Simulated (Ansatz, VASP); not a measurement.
Two plane-wave programs on SnH5

INCAR

```
SYSTEM = SnH5
PREC = Accurate
ENCUT = 520
EDIFF = 1E-7
ISMEAR = 0
SIGMA = 0.1
LREAL = .False.
LASPH = .True.
NELM = 60
ALGO = Normal
ISIF = 2
LWAVE = .False.
LCHARG = .True.
GGA = PE
LELF = .True.
LVHAR = .True.
NBANDS = 18
```

File KPOINTS:

```
Automatic mesh
0
Gamma
  6 6 6
  0 0 0
```

The input POSCAR:

```
SnH5
1.0
    0.0000000000      3.0508385200      3.0508385200
    3.0508385200      0.0000000000      3.0508385200
    3.0508385200      3.0508385200      0.0000000000
Sn H
1 5
Direct
    0.2500000000      0.2500000000      0.2500000000
    0.6549721800      0.6549721800      0.6549721800
    0.6549721800      0.6549721800      0.0350834500
    0.6549721800      0.0350834500      0.6549721800
    0.0350834500      0.6549721800      0.6549721800
    0.0000000000      0.0000000000      0.0000000000
```

Input for Ansatz:

```yaml
crystal:
  lattice:
    - [0.0, 3.05083852, 3.05083852]
    - [3.05083852, 0.0, 3.05083852]
    - [3.05083852, 3.05083852, 0.0]
  atoms:
    - { symbol: Sn, position: [0.25, 0.25, 0.25] }
    - { symbol: H, position: [0.65497218, 0.65497218, 0.65497218] }
    - { symbol: H, position: [0.65497218, 0.65497218, 0.03508345] }
    - { symbol: H, position: [0.65497218, 0.03508345, 0.65497218] }
    - { symbol: H, position: [0.03508345, 0.65497218, 0.65497218] }
    - { symbol: H, position: [0.0, 0.0, 0.0] }
basis:
  ecutwfc: 420
kpoints:
  mp_grid: { grid: [6, 6, 6] }
hamiltonian:
  xc: pbe
scf:
  occupations: { method: gaussian, width: 0.1 }
  lower_state_search: "off"
output:
  forces: true
  stress: true
  eigenvalues: true
```

Alike in both runs: task single point; functional PBE; k mesh 6 × 6 × 6; occupations gaussian, width 0.1 eV; no spin polarisation.

```csv
,VASP,Ansatz
version,VASP 6.6.1,Ansatz 0.2.0
potentials or method,"VASP PAW PBE potentials, release 64 (Sn_d, H), cutoff 520 eV","scalar-relativistic, plane waves, PAW"
valence electrons in the cell,19,19
```

```csv
,VASP,Ansatz,Ansatz less VASP
gap on the k mesh at the Fermi level (eV),none,none,-
pressure (GPa),-12.9,-12.8,+0.13
rms of the force components (eV/Å),0.132,0.131,-0.0011
```

Atom by atom the forces differ by 0.001 eV/Å (rms over components). A gap of «none» marks a metal or a gap that the smearing closes.
